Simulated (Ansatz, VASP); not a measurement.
## One calculation of Sc5AlN6, two programs

```xyz
12
Lattice="3.1605 0.0000 0.0000 0.0000 3.1605 0.0000 0.0000 0.0000 13.2943" Properties=species:S:1:pos:R:3 pbc="T T T"
Sc    0.0000    0.0000    8.7579
Sc    0.0000    0.0000    4.5364
Sc    1.5802    1.5802    2.2680
Sc    0.0000    0.0000    0.0000
Sc    1.5802    1.5802   11.0263
Al    1.5802    1.5802    6.6472
N     0.0000    0.0000    6.6472
N     1.5802    1.5802    4.5745
N     0.0000    0.0000    2.2592
N     1.5802    1.5802    0.0000
N     0.0000    0.0000   11.0351
N     1.5802    1.5802    8.7198
```

Alike in both runs: functional PBE; k mesh 12 × 12 × 4; occupations gaussian, width 0.01 eV; no spin polarisation.

Ansatz relaxed the structure, and its values are those at the end. VASP's run is a single point on that final structure, the one shown.

```csv
,VASP,Ansatz
version,VASP 6.6.1,Ansatz 0.2.0
potentials or method,"VASP PAW PBE potentials, release 64 (Sc_sv, Al, N), cutoff 520 eV","scalar-relativistic, plane waves, PAW"
valence electrons in the cell,88,88
```

VASP gave:

```
gap on the k mesh at the Fermi level (eV) : 0.04
least direct gap on the mesh (eV)         : 0.04
pressure (GPa)                            : 0.8
rms of the force components (eV/Å)        : 0.011
```

What did Ansatz give for the same quantities?

gap on the k mesh at the Fermi level (eV): 0.06; least direct gap on the mesh (eV): 0.06; pressure (GPa): 0.0; rms of the force components (eV/Å): 0.001.
